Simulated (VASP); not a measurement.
Write the native input for VASP 6.6.1 that does the following.

| Quantity | Value |
| --- | --- |
| Task | single point |
| Functional | PBEsol |
| Potentials or basis | VASP PAW PBE potentials, release 64 (Ir_sv_GW) |
| Cutoff | 560 eV |
| k mesh | 21 × 21 × 12 |
| Occupations | gaussian, width 0.15 eV |
| Spin | collinear spin |
| Starting moments | [0.6, 0.6] μB |
| Fixed moment | 1.2 μB |
| Dipole correction | no |
| Further INCAR settings | ALGO = Normal; EDIFF = 1e-06; NBANDS = 28 |

The structure of Ir lies in POSCAR:

```
Ir
1.0
    2.7188340441      0.0000000000      0.0000000000
   -1.3594170221      2.3545793509      0.0000000000
    0.0000000000      0.0000000000      4.4080676386
Ir
2
Direct
    0.6666666667      0.3333333333      0.7500000000
    0.3333333333      0.6666666667      0.2500000000
```

This isn't the form of Ir at room conditions, which is fcc.

One way to write it, as run:

INCAR

```
  ALGO = Normal
  EDIFF = 1E-6
  ENCUT = 560
  GGA = PS
  GGA_COMPAT = False
  ISIF = 2
  ISMEAR = 0
  ISPIN = 2
  LASPH = True
  LCHARG = False
  LMAXMIX = 4
  LORBIT = 11
  LREAL = False
  LWAVE = False
  MAGMOM = 0.6 0.6
  NBANDS = 28
  NELM = 200
  NUPDOWN = 1.2
  PREC = Accurate
  SIGMA = 0.15
```

KPOINTS

```
k-points
0
Gamma
  21 21 12
```

Potentials or basis: VASP PAW PBE potentials, release 64 (Ir_sv_GW).

Launch:

```console
$ cat potpaw_PBE.64/Ir_sv_GW/POTCAR > POTCAR
$ mpirun -np 1 vasp_std > vasp.out
```

Results of the run:

```json
{
 "Pressure": "1.3 GPa",
 "Net moment": "1.20 μB per cell",
 "Site moments": "Ir +0.61 μB",
 "Valence electrons inside the program's atomic spheres": "Ir 16.47"
}
```

Caveat: the PAW data sets were made with another functional, which shifts forces and pressure a little; the total moment is fixed, so each spin has its own Fermi level and the state may be an excited one.

Wall time 3 min on 1 thread of Intel(R) Xeon(R) 6975P-C (Granite Rapids) (shared host), peak memory 0.49 GiB.
